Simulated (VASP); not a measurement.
A run of VASP 6.6.1 is set up as follows.

The input INCAR:

```
ALGO     = Normal         # electronic algorithm
EDIFF    = 1E-6           # SCF threshold, eV
ENCUT    = 520            # plane-wave cutoff, eV
GGA      = PE             # functional
ISIF     = 2              # what is computed and relaxed
ISMEAR   = 0              # smearing method
LASPH    = True           # aspherical terms in the spheres
LCHARG   = False          # write CHGCAR
LREAL    = False          # projectors in reciprocal space
LWAVE    = False          # write WAVECAR
NBANDS   = 17             # bands
NELM     = 80             # most SCF steps
PREC     = Accurate       # precision mode
SIGMA    = 0.03           # smearing width, eV
```

KPOINTS

```
k-points
0
Gamma
  10 10 10
```

Contents of POSCAR:

```
PbS
1.0
    0.0000000000      2.8760500000      3.0539500000
    2.8760500000      0.0000000000      3.0539500000
    2.8760500000      2.8760500000      0.0000000000
Pb S
1 1
Direct
    0.0000000000      0.0000000000      0.0000000000
    0.5000000000      0.5000000000      0.5000000000
```

Potentials or basis: VASP PAW PBE potentials, release 64 (Pb_d, S).

Launch:

```sh
$ cat potpaw_PBE.64/Pb_d/POTCAR potpaw_PBE.64/S/POTCAR > POTCAR
$ mpirun -np 1 vasp_std > vasp.out
```

Predict the pressure.

4.9 GPa.

What does it give for the band gap on the k mesh?

0.14 eV.

Stress tensor (GPa, compression positive):
```
 7.63  0.00  0.00
 0.00  7.63  0.00
 0.00  0.00 -0.57
```

Caveat: the cell differs from its parent crystal (strain -0.030 along x and y, +0.030 along z); the cell stands under pressure; spin-orbit coupling is left out, which moves the levels of the heavy elements. A k mesh can miss the band edges.
